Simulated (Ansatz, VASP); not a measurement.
# Two plane-wave programs on MgI2

The input POSCAR:

```
MgI2
1.0
    4.1572130612      0.0000000000      0.0000000000
   -2.0786065306      3.6002521199      0.0000000000
    0.0000000000      0.0000000000      6.8733253065
Mg I
1 2
Direct
    0.0000000000      0.0000000000      0.0000000000
    0.3333333333      0.6666666667      0.2426220900
    0.6666666667      0.3333333333      0.7573779100
```

Contents of INCAR.step1:

```
SYSTEM = MgI2
PREC     = Accurate       ! precision mode
ENCUT    = 520            ! plane-wave cutoff, eV
EDIFF    = 1E-5           ! SCF threshold, eV
ISMEAR   = 0              ! smearing method
SIGMA    = 0.01           ! smearing width, eV
LREAL    = .FALSE.        ! projectors in reciprocal space
LASPH    = .TRUE.         ! aspherical terms in the spheres
NELM     = 80             ! most SCF steps
ALGO     = Normal         ! electronic algorithm
ISIF     = 2              ! what is computed and relaxed
LWAVE    = .TRUE.         ! write WAVECAR
LCHARG   = .FALSE.        ! write CHGCAR
NBANDS   = 15             ! bands
GGA      = PE             ! functional
```

Contents of INCAR.step2:

```
SYSTEM = MgI2
PREC     = Accurate       ! precision mode
ENCUT    = 520            ! plane-wave cutoff, eV
EDIFF    = 1E-6           ! SCF threshold, eV
ISMEAR   = 0              ! smearing method
SIGMA    = 0.01           ! smearing width, eV
LREAL    = .FALSE.        ! projectors in reciprocal space
LASPH    = .TRUE.         ! aspherical terms in the spheres
NELM     = 80             ! most SCF steps
ALGO     = Normal         ! electronic algorithm
ISIF     = 2              ! what is computed and relaxed
LWAVE    = .FALSE.        ! write WAVECAR
LCHARG   = .FALSE.        ! write CHGCAR
GGA      = PE             ! functional
LHFCALC  = .TRUE.         ! exact exchange
AEXX     = 0.1            ! exact-exchange fraction
PRECFOCK = Normal       
NBANDS   = 15             ! bands
ISTART   = 1
```

KPOINTS

```
Automatic mesh
0
G
  6 6 2
  0 0 0
```

Input for Ansatz:

```yaml
crystal:
  lattice:
    - [4.1572130612, 0.0, 0.0]
    - [-2.0786065306, 3.6002521199, 0.0]
    - [0.0, 0.0, 6.8733253065]
  atoms:
    - { symbol: Mg, position: [0.0, 0.0, 0.0] }
    - { symbol: I, position: [0.3333333333, 0.6666666667, 0.24262209] }
    - { symbol: I, position: [0.6666666667, 0.3333333333, 0.75737791] }
kpoints:
  mp_grid: { grid: [6, 6, 2] }
hamiltonian:
  xc: { exchange: pbe, correlation: pbe, exx: { coeff: 0.1 } }
scf:
  occupations: { method: fixed }
  n_extra_bands: 4
output:
  forces: true
  stress: true
  eigenvalues: true
```

Alike in both runs: task single point; functional PBE-based global hybrid with a share of 0.1 of exact exchange; k mesh 6 × 6 × 2; no spin polarisation.

```csv
,VASP,Ansatz
version,VASP 6.6.1,Ansatz 0.2.0
potentials or method,"VASP PAW PBE potentials, release 64 (Mg, I)",plane waves
plane-wave cutoff (eV),520,420
occupations,"gaussian, width 0.01 eV",fixed
valence electrons in the cell,16,44
```

|  | VASP | Ansatz | Ansatz less VASP |
| --- | --- | --- | --- |
| gap on the k mesh at the Fermi level (eV) | 4.19 | 4.20 | +0.016 |
| pressure (GPa) | 0.7 | 0.8 | +0.10 |
| traceless stress, the component that is largest in VASP (GPa) | 0.14 | 0.13 | -0.012 |
| rms of the force components (eV/Å) | 0.022 | 0.017 | -0.0055 |

VASP's potentials were made for PBE, not for PBE-based global hybrid. Atom by atom the forces differ by 0.005 eV/Å (rms over components). VASP's potentials hold 16 valence electrons a cell and Ansatz's 44, so a difference there can come from the potentials and not from the codes. Ansatz's warnings: stress exchange threshold loose, stress scf threshold loose.

The k mesh is coarse, so the values compare programs but aren't converged. Neither program's run includes spin-orbit coupling.
